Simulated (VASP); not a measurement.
Crystal: BaS.

```xyz
2
Lattice="0.0000 3.2118 3.1476 3.2118 0.0000 3.1476 3.2118 3.2118 0.0000" Properties=species:S:1:pos:R:3 pbc="T T T"
Ba    0.0000    0.0000    0.0000
S     3.2118    3.2118    3.1476
```

This cell differs from its parent crystal: uniaxial z strain -2.0%.

Base run:

* Program: VASP 6.6.1
* Functional: r2SCAN
* Potentials or basis: VASP PAW PBE potentials, release 64 (Ba_sv, S)
* Cutoff: 520 eV
* k mesh: 8 × 8 × 8
* Occupations: gaussian, width 0.01 eV
* Spin: no spin polarisation

Its results: band gap on the k mesh 2.39 eV (least direct gap 2.54 eV); pressure 1.6 GPa.

Question: The run is repeated on the same cell with these changes: functional from r2SCAN to PBE; occupations from gaussian, width 0.01 eV to fermi-dirac, width 0.02 eV. What comes out?

Answer: Band gap on the k mesh 2.04 eV (least direct gap 2.19 eV); pressure 1.6 GPa.

Caveats: spin-orbit coupling is left out, which moves the levels of the heavy elements; the PAW data sets were made with another functional, which shifts forces and pressure a little (at least some runs).

A k mesh can miss the band edges.
